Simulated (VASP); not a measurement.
Set up this calculation in VASP 6.6.1, as the native input.

| Quantity | Value |
| --- | --- |
| Task | single point |
| Functional | PBE |
| Potentials or basis | VASP PAW PBE potentials, release 64 (Ir) |
| Cutoff | 520 eV |
| k mesh | 7 × 7 × 4 |
| Occupations | methfessel-paxton, width 0.05 eV |
| Spin | no spin polarisation |
| Dipole correction | no |
| Further INCAR settings | ALGO = Normal; EDIFF = 1e-07; NBANDS = 16 |

The structure of Ir lies in POSCAR:

```
Ir
1.0
    2.6902479665      0.0000000000      0.0000000000
   -1.3451239832      2.3298230815      0.0000000000
    0.0000000000      0.0000000000      4.4030967995
Ir
2
Direct
    0.3333333333      0.6666666667      0.2500000000
    0.6666666667      0.3333333333      0.7500000000
```

One way to write it, as run:

INCAR

```
SYSTEM = Ir
ALGO = Normal
EDIFF = 1E-7
ENCUT = 520
GGA = PE
ISIF = 2
ISMEAR = 1
LASPH = .True.
LCHARG = .False.
LREAL = .False.
LWAVE = .False.
NBANDS = 16
NELM = 60
PREC = Accurate
SIGMA = 0.05
```

KPOINTS

```
k-points
0
Gamma
  7 7 4
  0 0 0
```

Potentials or basis: VASP PAW PBE potentials, release 64 (Ir).

Launch:

```bash
$ cat potpaw_PBE.64/Ir/POTCAR > POTCAR
$ mpirun -np 1 vasp_std > vasp.out
```

It gave:

The pressure is 20.8 GPa and the band gap on the k mesh is zero (band 9 reaches 11.83 eV, above the bottom of band 10 at 8.52 eV).

Caveat: the k points lie up to 0.39 Å⁻¹ apart; spin-orbit coupling is left out, which moves the levels of the heavy elements.

Run time: 4.9 s on 1 thread of Intel(R) Xeon(R) 6975P-C (Granite Rapids), on a shared host, peak memory 0.14 GiB.
